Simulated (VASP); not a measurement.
Pt, 1 atom in the cell. Symmetry: Fm-3m, No. 225, cubic system. Conventional cell: a = 3.972 Å, b = 3.972 Å, c = 3.972 Å, α = 90.00°, β = 90.00°, γ = 90.00°. Pt (site symmetry m-3m) has 12 Pt at 2.81 Å within 3.7 Å. 

* Program: VASP 6.6.1
* Task: single point
* Functional: PBE
* Potentials or basis: VASP PAW PBE potentials, release 64 (Pt)
* Cutoff: 520 eV
* k mesh: 14 × 14 × 14
* Occupations: fermi-dirac, width 0.1 eV
* Spin: no spin polarisation
* Dipole correction: no
* Further INCAR settings: ALGO = Normal; EDIFF = 1e-07; NBANDS = 11

Potentials or basis: VASP PAW PBE potentials, release 64 (Pt).

Run with:

```console
$ cat potpaw_PBE.64/Pt/POTCAR > POTCAR
$ mpirun -np 1 vasp_std > vasp.out
```

Hardware: 1 thread of Intel Xeon 6975P-C (shared host).

How long does it take, and how much memory?

It took 22 s on 1 thread of Intel Xeon 6975P-C, on a shared host, peak memory 0.15 GiB. Counts: scf iterations 12, k points 104.
